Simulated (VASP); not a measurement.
# C (P6_3/mmc) in VASP: further runs, part 2 of 2

VASP 6.6.1.

## 3. Single point, PBEsol (strained cell)

The input, INCAR:

```
ALGO = Normal ; EDIFF = 1E-6
ENCUT = 520 ; GGA = PS
ISIF = 2 ; ISMEAR = 0
LASPH = T ; LCHARG = T
LELF = T ; LREAL = F
LVHAR = T ; LWAVE = F
NBANDS = 16 ; NELM = 80
PREC = Accurate ; SIGMA = 0.02
```

The input, KPOINTS:

```
k-points
0
Gamma
  9 9 6
```

The input, POSCAR:

```
C
1.0
    2.4993962492      0.0000000000      0.0000000000
   -1.2496981246      2.1645406459      0.0000000000
    0.0000000000      0.0000000000      4.2229976381
C
4
Direct
    0.3333333333      0.6666666667     -0.0002601248
    0.6666666667      0.3333333333      0.4997398752
    0.3333333333      0.6666666667      0.3742601248
    0.6666666667      0.3333333333      0.8742601248
```

Potentials or basis: VASP PAW PBE potentials, release 64 (C).

On the command line:

```console
> cat potpaw_PBE.64/C/POTCAR > POTCAR
> mpirun -np 1 vasp_std > vasp.out
```

OUTCAR:

```text
EDIFF = 1E-6
   ENCUT = 520
   GGA = PS
   ISIF = 2
   ISMEAR = 0
   LASPH = T
   LREAL = F
   NELM = 80
   PREC = Accurate

 ion  position               nearest neighbor table
   1  0.333  0.667  1.000-   4 1.54   4 1.54   4 1.54   3 1.58
   2  0.667  0.333  0.500-   3 1.54   3 1.54   3 1.54   4 1.58
   3  0.333  0.667  0.374-   2 1.54   2 1.54   2 1.54   1 1.58
   4  0.667  0.333  0.874-   1 1.54   1 1.54   1 1.54   2 1.58

  LATTYP: Found a hexagonal cell.
 ALAT       =     2.4993962492
 C/A-ratio  =     1.6896070959

  Lattice vectors:

 A1 = (   2.4993962492,   0.0000000000,   0.0000000000)
 A2 = (  -1.2496981246,   2.1645406459,   0.0000000000)
 A3 = (   0.0000000000,   0.0000000000,   4.2229976381)

Analysis of symmetry for initial positions (statically):
=====================================================================
 Subroutine PRICEL returns:
 Original cell was already a primitive cell.

 Routine SETGRP: Setting up the symmetry group for a
 hexagonal supercell.

 Subroutine GETGRP returns: Found 24 space group operations
[... 173 lines left out ...]

 val. band max:        9.8840994457   @ k =   0.0000   0.0000   0.0000
 cond. band min:      12.9754302154   @ k =   0.3333   0.3333   0.0000
 fundamental gap:      3.0913307696
 Fermi energy:         9.9845659839

 k-point     1 :       0.0000    0.0000    0.0000
  band No.  band energies     occupation
      1     -11.8440      2.00000
      2      -6.4684      2.00000
      3      -3.7904      2.00000
      4       6.9646      2.00000
      5       6.9646      2.00000
      6       9.4010      2.00000
[... 433 lines left out ...]
      3      -1.0599      2.00000
      4      -0.6570      2.00000
      5      -0.6570      2.00000
      6       2.2878      2.00000
[... 8 lines left out ...]
     15      25.4297      0.00000
     16      25.4297      0.00000

 [... further k-points ...]

------------------------ aborting loop because EDIFF is reached ----------------------------------------

  FORCE on cell =-STRESS in cart. coord.  units (eV):
  Direction    XX          YY          ZZ          XY          YZ          ZX
  --------------------------------------------------------------------------------------
  -------------------------------------------------------------------------------------
  Total        0.0787425      0.0787425     -2.5648938      0.0000000      0.0000000      0.0000000
  in kB        5.5220249      5.5220249   -179.8698081      0.0000000      0.0000000      0.0000000
  external PRESSURE =     -56.2752528 kB  Pullay stress =       0.0000000 kB

 VOLUME and BASIS-vectors are now :
 -----------------------------------------------------------------------------
  energy-cutoff  :      520.00
  volume of cell :       22.85
      direct lattice vectors                 reciprocal lattice vectors
     2.499396249  0.000000000  0.000000000     0.400096623  0.230995893  0.000000000
    -1.249698125  2.164540646  0.000000000     0.000000000  0.461991787  0.000000000
     0.000000000  0.000000000  4.222997638     0.000000000  0.000000000  0.236798617

 POSITION                                       TOTAL-FORCE (eV/Angst)
 -----------------------------------------------------------------------------------
     -0.00000      1.44303      4.22190        -0.000000     -0.000000      0.011210
      1.24970      0.72151      2.11040         0.000000      0.000000      0.011210
     -0.00000      1.44303      1.58050        -0.000000     -0.000000     -0.011210
      1.24970      0.72151      3.69200         0.000000      0.000000     -0.011210
 -----------------------------------------------------------------------------------
    total drift:                               -0.000000      0.000000      0.000007

  FREE ENERGIE OF THE ION-ELECTRON SYSTEM (eV)
  ---------------------------------------------------
  free  energy   TOTEN  =       -38.3861972136 eV

  energy  without entropy=      -38.3861972136  energy(sigma->0) =      -38.38619721
```

OSZICAR:

```text
N       E                     dE             d eps       ncg     rms          rms(c)
DAV:   1     0.176440896736E+02    0.17644E+02   -0.80880E+03  1536   0.961E+02
DAV:   2    -0.379103680254E+02   -0.55554E+02   -0.51182E+02  2104   0.185E+02
DAV:   3    -0.396905299832E+02   -0.17802E+01   -0.17754E+01  1936   0.283E+01
DAV:   4    -0.396970663030E+02   -0.65363E-02   -0.65348E-02  1904   0.211E+00
DAV:   5    -0.396970988274E+02   -0.32524E-04   -0.32523E-04  1936   0.132E-01    0.783E+00
DAV:   6    -0.387250690045E+02    0.97203E+00   -0.58474E-01  1728   0.476E+00    0.462E+00
DAV:   7    -0.383857117207E+02    0.33936E+00   -0.67593E-01  1952   0.528E+00    0.935E-01
DAV:   8    -0.383861392375E+02   -0.42752E-03   -0.13538E-02  1592   0.779E-01    0.413E-02
DAV:   9    -0.383861790137E+02   -0.39776E-04   -0.68796E-05  2080   0.690E-02    0.278E-02
DAV:  10    -0.383861977605E+02   -0.18747E-04   -0.10098E-05  1656   0.257E-02    0.861E-03
DAV:  11    -0.383861972136E+02    0.54685E-06   -0.39411E-07  1552   0.518E-03
   1 F= -.38386197E+02 E0= -.38386197E+02  d E =-.510355E-15
```

stdout:

```text
POSCAR found type information on POSCAR C
 POSCAR found :  1 types and       4 ions
 scaLAPACK will be used
 -----------------------------------------------------------------------------
|                                                                             |
|                                                                             |
|     You enforced a specific xc type in the INCAR file but a different       |
|     I HOPE YOU KNOW WHAT YOU ARE DOING!                                     |
|                                                                             |
 -----------------------------------------------------------------------------

 LDA part: xc-table for (Slater+PW92), standard interpolation
 POSCAR, INCAR and KPOINTS ok, starting setup
 FFT: planning ... GRIDC
 FFT: planning ... GRID_SOFT
 FFT: planning ... GRID
 WAVECAR not read
 entering main loop
```

It took 26 s on 1 thread of Intel Xeon 8259CL, shared host; peak memory 0.13 GiB.

Results:

| Quantity | Value |
| --- | --- |
| Free energy | -38.3862 eV |
| Pressure | -5.6 GPa |
| Largest force | 0.011 eV/Å |
| Band gap on the k mesh | 3.09 eV (least direct gap 4.86 eV) |

Forces on the atoms (eV/Å):
```
C    0.000  0.000  0.011
C    0.000  0.000  0.011
C    0.000  0.000 -0.011
C    0.000  0.000 -0.011
```

Levels at points of the mesh, in eV from the valence-band top:
```csv
k point,band 6,band 7,band 8,band 9,band 10,band 11
"(0.00, 0.00, 0.00)",-0.48,0.00,0.00,4.86,5.09,5.09
"(0.00, 0.00, 0.50)",-1.74,-1.74,-1.74,7.27,7.27,7.27
```

Caveat: the cell differs from its parent crystal (strained cell); the cell stands under tension; the PAW data sets were made with another functional, which shifts forces and pressure a little; an odd mesh through Γ misses points on the zone boundary, where band edges can lie.

## 4. Single point, PBEsol (strained cell)

The input, INCAR:

```
PREC     = Accurate       # precision mode
ENCUT    = 520            # plane-wave cutoff, eV
EDIFF    = 1E-6           # SCF threshold, eV
ISMEAR   = 0              # smearing method
SIGMA    = 0.02           # smearing width, eV
LREAL    = F              # projectors in reciprocal space
LASPH    = T              # aspherical terms in the spheres
NELM     = 80             # most SCF steps
ALGO     = Normal         # electronic algorithm
ISIF     = 2              # what is computed and relaxed
LWAVE    = F              # write WAVECAR
LCHARG   = T              # write CHGCAR
GGA      = PS             # functional
LELF     = T              # ELF
LVHAR    = T            
NBANDS   = 16             # bands
```

The input, KPOINTS:

```
Automatic mesh
0
Gamma
  9 9 6
```

POSCAR, as its differences from that of step 3:

```diff
@@ -2,4 +2,4 @@
 1.0
-    2.4993962492      0.0000000000      0.0000000000
-   -1.2496981246      2.1645406459      0.0000000000
+    2.4981173488      0.0000000000      0.0000000000
+   -1.2490586744      2.1634330857      0.0000000000
     0.0000000000      0.0000000000      4.2229976381
```

On the command line:

```console
> cat potpaw_PBE.64/C/POTCAR > POTCAR
> mpirun -np 1 vasp_std > vasp.out
```

Wall time 28 s (1 thread of Intel Xeon 8259CL, shared host); peak memory 0.14 GiB.

It converged, with:

```yaml
Free_energy: -38.3860 eV
Pressure: -5.2 GPa
Largest_force: 0.013 eV/Å
Band_gap_on_the_k_mesh: 3.09 eV (least direct gap 4.85 eV)
```

Forces in eV/Å, atoms in the order of the input:
```
C    0.000  0.000  0.013
C    0.000  0.000  0.013
C    0.000  0.000 -0.013
C    0.000  0.000 -0.013
```

Stress tensor (GPa, compression positive):
```
  1.23   0.00   0.00
  0.00   1.23   0.00
  0.00   0.00 -17.99
```

Levels at points of the mesh, in eV from the valence-band top:
```
           k point  band 4  band 5  band 6  band 7  band 8  band 9  band 10  band 11  band 12  band 13
(0.00, 0.00, 0.00)   -2.92   -2.92   -0.48    0.00    0.00    4.85     5.10     5.10     8.44     9.46
(0.00, 0.00, 0.50)   -7.20   -1.74   -1.74   -1.74   -1.74    7.28     7.28     7.28     7.28     7.77
```

Caveat: the cell differs from its parent crystal (strained cell); the cell stands under tension; the PAW data sets were made with another functional, which shifts forces and pressure a little; an odd mesh through Γ misses points on the zone boundary, where band edges can lie.

## 5. Single point, PBEsol (strained cell)

The input, INCAR:

```
SYSTEM = C
PREC = Accurate
ENCUT = 520
EDIFF = 1E-7
ISMEAR = 0
SIGMA = 0.02
LREAL = .False.
LASPH = .True.
NELM = 100
ALGO = Normal
ISIF = 2
LWAVE = .False.
LCHARG = .True.
GGA = PS
LELF = .True.
LVHAR = .True.
NBANDS = 16
```

The input, KPOINTS:

```
Automatic mesh
0
Gamma
  9 9 6
  0 0 0
```

POSCAR, as its differences from that of step 4:

```diff
@@ -2,4 +2,4 @@
 1.0
-    2.4981173488      0.0000000000      0.0000000000
-   -1.2490586744      2.1634330857      0.0000000000
+    2.4982678403      0.0000000000      0.0000000000
+   -1.2491339201      2.1635634152      0.0000000000
     0.0000000000      0.0000000000      4.2229976381
```

On the command line:

```console
> cat potpaw_PBE.64/C/POTCAR > POTCAR
> mpirun -np 1 vasp_std > vasp.out
```

It took 30 s on 1 thread of Intel Xeon 8259CL, shared host; peak memory 0.14 GiB.

The run converged. Its results:

- Free energy: -38.3861 eV
- Pressure: -5.2 GPa
- Largest force: 0.013 eV/Å
- Band gap on the k mesh: 3.09 eV (least direct gap 4.85 eV)

Forces in eV/Å, atoms in the order of the input:
```
C    0.000  0.000  0.013
C    0.000  0.000  0.013
C    0.000  0.000 -0.013
C    0.000  0.000 -0.013
```

Stress tensor (GPa, compression positive):
```
  1.15   0.00   0.00
  0.00   1.15   0.00
  0.00   0.00 -17.98
```

Levels at points of the mesh, in eV from the valence-band top:
| k point | band 4 | band 5 | band 6 | band 7 | band 8 | band 9 | band 10 | band 11 | band 12 | band 13 |
| --- | --- | --- | --- | --- | --- | --- | --- | --- | --- | --- |
| (0.00, 0.00, 0.00) | -2.92 | -2.92 | -0.48 | 0.00 | 0.00 | 4.85 | 5.09 | 5.09 | 8.44 | 9.46 |
| (0.00, 0.00, 0.50) | -7.20 | -1.74 | -1.74 | -1.74 | -1.74 | 7.28 | 7.28 | 7.28 | 7.28 | 7.77 |

Caveat: the cell differs from its parent crystal (strained cell); the cell stands under tension; the PAW data sets were made with another functional, which shifts forces and pressure a little; an odd mesh through Γ misses points on the zone boundary, where band edges can lie.

## 6. The runs side by side

```csv
cell,gap on the mesh (eV),pressure (GPa),largest force (eV/Å)
"a = 2.489, b = 2.489, c = 4.223 Å, angles 90.0, 90.0, 120.0°, 4 atoms",3.05,-2.1,0.01
"a = 2.499, b = 2.499, c = 4.223 Å, angles 90.0, 90.0, 120.0°, 4 atoms",3.09,-5.6,0.01
"a = 2.498, b = 2.498, c = 4.223 Å, angles 90.0, 90.0, 120.0°, 4 atoms",3.09,-5.2,0.01
```

Alike in all rows: task single point; level PBEsol; potentials or basis VASP PAW PBE potentials, release 64 (C); no spin polarisation; k mesh 9 × 9 × 6; cutoff (eV) 520; smearing gaussian 0.02 eV.

Caveats: the PAW data sets were made with another functional, which shifts forces and pressure a little; an odd mesh through Γ misses points on the zone boundary, where band edges can lie; the cell stands under tension (at least some runs).

Absolute energies hang on the potentials; compare differences alone.
